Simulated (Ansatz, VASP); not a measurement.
**As: VASP beside Ansatz**

```
CELL_PARAMETERS angstrom
3.57162 0.00000 0.00000
-1.78581 3.09312 0.00000
0.00000 0.00000 20.29512
ATOMIC_POSITIONS crystal
As 0.33333 0.66667 0.22173
As 0.66667 0.33333 0.29059
As 0.00000 0.00000 0.45171
As 0.66667 0.33333 0.52057
```

Alike in both runs: task single point; functional PBE; dispersion D3(BJ); k mesh 9 × 9 × 1; occupations gaussian, width 0.05 eV; no spin polarisation.

|  | VASP | Ansatz |
| --- | --- | --- |
| version | VASP 6.6.1 | Ansatz 0.2.0 |
| potentials or method | VASP PAW PBE potentials, release 64 (As), cutoff 520 eV | scalar-relativistic, plane waves, PAW |
| valence electrons in the cell | 20 | 60 |

```tsv
	VASP	Ansatz	Ansatz less VASP
gap on the k mesh at the Fermi level (eV)	0.99	1.01	+0.023
least direct gap on the mesh (eV)	1.73	1.75	+0.024
rms of the force components (eV/Å)	0.064	0.029	-0.0352
```

Atom by atom the forces differ by 0.052 eV/Å (rms over components). VASP's potentials hold 20 valence electrons a cell and Ansatz's 60, so a difference there can come from the potentials and not from the codes.
